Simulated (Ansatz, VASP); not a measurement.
## Si3Sn: VASP beside Ansatz

```
Si Sn
1.0
     4.14469    0.00000    0.00000
     0.00000    4.14469    0.00000
     0.00000    0.00000    5.89697
Si Sn
3 1
Cartesian
  2.0723 0.0000 4.5726
  2.0723 2.0723 0.0000
  0.0000 2.0723 1.3244
  0.0000 0.0000 2.9485
```

Alike in both runs: task single point; functional PBE; k mesh 6 × 6 × 4; no spin polarisation.

|  | VASP | Ansatz |
| --- | --- | --- |
| version | VASP 6.6.1 | Ansatz 0.2.0 |
| potentials or method | VASP PAW PBE potentials, release 64 (Si, Sn_d) | plane waves, PAW |
| plane-wave cutoff (eV) | 520 | 420 |
| occupations | gaussian, width 0.01 eV | fixed |
| valence electrons in the cell | 26 | 26 |

|  | VASP | Ansatz | Ansatz less VASP |
| --- | --- | --- | --- |
| gap on the k mesh at the Fermi level (eV) | 0.33 | 0.33 | 0.000 |
| pressure (GPa) | -3.7 | -3.6 | +0.07 |
| rms of the force components (eV/Å) | 0.026 | 0.025 | -0.0008 |

Atom by atom the forces differ by 0.001 eV/Å (rms over components).
